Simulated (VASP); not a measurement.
# InP (F-43m) in VASP: a series of runs, part 2 of 3

VASP 6.6.1.

**3. Relaxation of cell and atoms, r2SCAN, target pressure 4 GPa, at which the enthalpy is minimised**

Input file POSCAR:

```
InP
1.0
    0.0000000000      2.9536850844      2.9536850844
    2.9536850844      0.0000000000      2.9536850844
    2.9536850844      2.9536850844      0.0000000000
In P
1 1
Direct
    0.0000000000      0.0000000000      0.0000000000
    0.7500000000      0.7500000000      0.7500000000
```

Input file INCAR.step1:

```
SYSTEM = InP
PREC = Accurate
ENCUT = 550
ISMEAR = 0
SIGMA = 0.01
LREAL = .False.
LASPH = .True.
NELM = 120
GGA = PE
ALGO = Normal
EDIFF = 1E-5
LWAVE = .True.
LCHARG = .False.
GGA_COMPAT = .False.
IBRION = 2
ISIF = 3
EDIFFG = -0.005
NELMIN = 4
NSW = 100
```

Input file INCAR.step2:

```
SYSTEM = InP
PREC = Accurate
ENCUT = 550
EDIFF = 1E-7
ISMEAR = 0
SIGMA = 0.01
LREAL = .False.
LASPH = .True.
NELM = 120
ALGO = Normal
ISIF = 3
LWAVE = .False.
LCHARG = .False.
METAGGA = R2SCAN
LMIXTAU = .True.
IBRION = 2
NSW = 100
EDIFFG = -0.002
PSTRESS = 40.0
ISTART = 1
GGA_COMPAT = .False.
NELMIN = 4
```

Input file KPOINTS:

```
regular mesh
0
Gamma
  8 8 8
  0 0 0
```

Potentials or basis: VASP PAW PBE potentials, release 64 (In_d, P).

The run is started by

```bash
cat potpaw_PBE.64/In_d/POTCAR potpaw_PBE.64/P/POTCAR > POTCAR
cp INCAR.step1 INCAR
mpirun -np 1 vasp_std > vasp.out
cp INCAR.step2 INCAR
mpirun -np 1 vasp_std > vasp.out
```

OUTCAR:

```text
SYSTEM = InP
   PREC = Accurate
   ENCUT = 550
   EDIFF = 1E-7
   ISMEAR = 0
   LREAL = .False.
   LASPH = .True.
   NELM = 120
   ISIF = 3
   METAGGA = R2SCAN
   IBRION = 2
   NSW = 100
   EDIFFG = -0.002
   PSTRESS = 40.0
   ISTART = 1
   NELMIN = 4

 ion  position               nearest neighbor table
   1  0.000  0.000  0.000-   2 2.56   2 2.56   2 2.56   2 2.56
   2  0.750  0.750  0.750-   1 2.56   1 2.56   1 2.56   1 2.56

  LATTYP: Found a face centered cubic cell.
 ALAT       =     5.9073701688

  Lattice vectors:

 A1 = (   0.0000000000,   2.9536850844,   2.9536850844)
 A2 = (   2.9536850844,   0.0000000000,   2.9536850844)
 A3 = (   2.9536850844,   2.9536850844,   0.0000000000)

Analysis of symmetry for initial positions (statically):
=====================================================================
 Subroutine PRICEL returns:
 Original cell was already a primitive cell.

 Routine SETGRP: Setting up the symmetry group for a
 face centered cubic supercell.

 Subroutine GETGRP returns: Found 24 space group operations
 (whereof 24 operations were pure point group operations)
 out of a pool of 48 trial point group operations.

The static configuration has the point symmetry T_d .

Analysis of symmetry for dynamics (positions and initial velocities):
=====================================================================
 Subroutine PRICEL returns:
 Original cell was already a primitive cell.

 Routine SETGRP: Setting up the symmetry group for a
 face centered cubic supercell.

 Subroutine GETGRP returns: Found 24 space group operations
 (whereof 24 operations were pure point group operations)
 out of a pool of 48 trial point group operations.

The dynamic configuration has the point symmetry T_d .

 Subroutine INISYM returns: Found 24 space group operations
 (whereof 24 operations are pure point group operations),
 and found     1 'primitive' translations

----------------------------------------------------------------------------------------

                                     Primitive cell

  volume of cell :      51.5374

  direct lattice vectors                    reciprocal lattice vectors
     0.000000000  2.953685084  2.953685084    -0.169280064  0.169280064  0.169280064
[... 99 lines left out ...]
   EMIN   =  10.00;   EMAX   =-10.00  energy-range for DOS
   EFERMI =   0.00;   METHOD = LEGACY
   ISMEAR =     0;   SIGMA  =   0.01  broadening in eV -4-tet -1-fermi 0-gaus
   EFERMI_NEDOS =   21; number of points for ismear=-14 and -15
   IALGO  =     38    algorithm
   IMIX   =      4    mixing-type and parameters
     AMIX     =   0.40;   BMIX     =  1.00
     AMIX_MAG =   1.60;   BMIX_MAG =  1.00
  volume/ion in A,a.u.               =      25.77       173.90
  Fermi-wavevector in a.u.,A,eV,Ry     =   1.152900  2.178664 18.084557  1.329177
  Thomas-Fermi vector in A             =   2.289547
   LORBIT       =      0    0 simple, 1 ext, 2 COOP (PROOUT), +10 PAW based schemes
   METAGGA = R2SCAN    functional components
   LHFCALC =     F    Hartree Fock is set to
   AEXX    =    0.0000 exact exchange contribution
   IVDW    =     0    specifies the selected vdW correction
   LEPSILON=     F    determine dielectric tensor
   LRPA    =     F    only Hartree local field effects (RPA)
 conjugate gradient relaxation of ions
 non-spin polarized calculation
 Gauss-broadening in eV      SIGMA  =   0.01
  energy-cutoff  :      550.00
  volume of cell :       51.54
 maximum number of plane-waves:      1540
   NGX = 15   NGY = 15   NGZ = 15

--------------------------------------- Ionic step        1  -------------------------------------------

 number of electron      18.0000009 magnetization

 Free energy of the ion-electron system (eV)
  ---------------------------------------------------
  ext. energy  EPLUGINS =         0.00000000
  ---------------------------------------------------
  free energy    TOTEN  =       -32.29770042 eV

  energy without entropy =      -32.29770042  energy(sigma->0) =      -32.29770042

 E-fermi :   4.8303     XC(G=0):  -9.7710

 val. band max:        4.7551365489   @ k =   0.0000   0.0000   0.0000
 cond. band min:       5.7857218509   @ k =   0.0000   0.0000   0.0000
 fundamental gap:      1.0305853019
 Fermi energy:         4.8302609260

 k-point     1 :       0.0000    0.0000    0.0000
  band No.  band energies     occupation
      1      -9.8565      2.00000
      2      -9.8565      2.00000
      3      -9.8565      2.00000
      4      -9.6898      2.00000
      5      -9.6898      2.00000
      6      -7.0807      2.00000
      7       4.7551      2.00000
      8       4.7551      2.00000
      9       4.7551      2.00000
     10       5.7857      0.00000
     11       9.1952      0.00000
     12       9.1952      0.00000
     13       9.1952      0.00000
[... 595 lines left out ...]
--------------------------------------- Ionic step        7  -------------------------------------------

 number of electron      17.9999994 magnetization

 Free energy of the ion-electron system (eV)
  ---------------------------------------------------
  ext. energy  EPLUGINS =         0.00000000
  ---------------------------------------------------
  free energy    TOTEN  =       -32.26697047 eV

  energy without entropy =      -32.26697047  energy(sigma->0) =      -32.26697047

 E-fermi :   5.4026     XC(G=0): -10.0231

 val. band max:        5.3477099925   @ k =   0.0000   0.0000   0.0000
 cond. band min:       6.6913963957   @ k =   0.0000   0.0000   0.0000
 fundamental gap:      1.3436864032
 Fermi energy:         5.4025816710

 k-point     1 :       0.0000    0.0000    0.0000
  band No.  band energies     occupation
      1      -9.3700      2.00000
      2      -9.3700      2.00000
      3      -9.3700      2.00000
      4      -9.1735      2.00000
      5      -9.1735      2.00000
      6      -6.8691      2.00000
      7       5.3477      2.00000
      8       5.3477      2.00000
      9       5.3477      2.00000
     10       6.6914      0.00000
     11       9.7865      0.00000
     12       9.7865      0.00000
     13       9.7865      0.00000
[... 401 lines left out ...]
  energy  without entropy=      -32.2669704677  energy(sigma->0) =      -32.26697047

  enthalpy is  TOTEN    =       -31.0473524609 eV   P V=        1.2196180068

 reached required accuracy - stopping structural energy minimisation
```

Wall time 3 min (1 thread of Intel Xeon 6975P-C (Granite Rapids), shared host); peak memory 0.21 GiB.

Results:

```yaml
Free_energy: -32.2670 eV
Relaxed_volume: 24.43 Å³/atom
Relaxed_cell: a = 4.103 Å, b = 4.103 Å, c = 4.103 Å, α = 60.00°, β = 60.00°, γ = 60.00°
Space_group_after_relaxing_to_0.1_Å: F-43m (No. 216)
Energy_change_on_relaxing_the_run_minimises_the_enthalpy: +15.4 meV/atom
Ionic_steps: 7
Pressure_after_relaxing: 4.0 GPa
Band_gap_on_the_k_mesh: 1.34 eV
```

The path:
| step | energy change (eV) | largest force (eV/Å) | pressure (GPa) | volume (Å³) |
| --- | --- | --- | --- | --- |
| 1 | 0.0000 | 0.0000 | -0.12 | 51.54 |
| 2 | 0.1095 | 0.0000 | 8.17 | 46.75 |
| 3 | 0.0305 | 0.0000 | 3.98 | 48.86 |
| 4 | 0.0319 | 0.0000 | 4.08 | 48.81 |
| 5 | 0.0299 | 0.0000 | 3.94 | 48.88 |
| 6 | 0.0309 | 0.0000 | 4.01 | 48.84 |
| 7 | 0.0307 | 0.0000 | 3.99 | 48.85 |

Final structure:
```cif
data_structure
_symmetry_space_group_name_H-M 'P 1'
_symmetry_Int_Tables_number 1
_cell_length_a 4.1033
_cell_length_b 4.1033
_cell_length_c 4.1033
_cell_angle_alpha 60.000
_cell_angle_beta 60.000
_cell_angle_gamma 60.000
_cell_volume 48.85
loop_
_atom_site_label
_atom_site_type_symbol
_atom_site_fract_x
_atom_site_fract_y
_atom_site_fract_z
_atom_site_occupancy
In1 In 0.00000 0.00000 0.00000 1
P1 P 0.75000 0.75000 0.75000 1
```

Caveat: the cell is relaxed towards a set pressure, so the run minimises the enthalpy, not the energy; the PAW data sets were made with another functional, which shifts forces and pressure a little; spin-orbit coupling is left out, which moves the levels of the heavy elements.

[end of part 2 of 3]
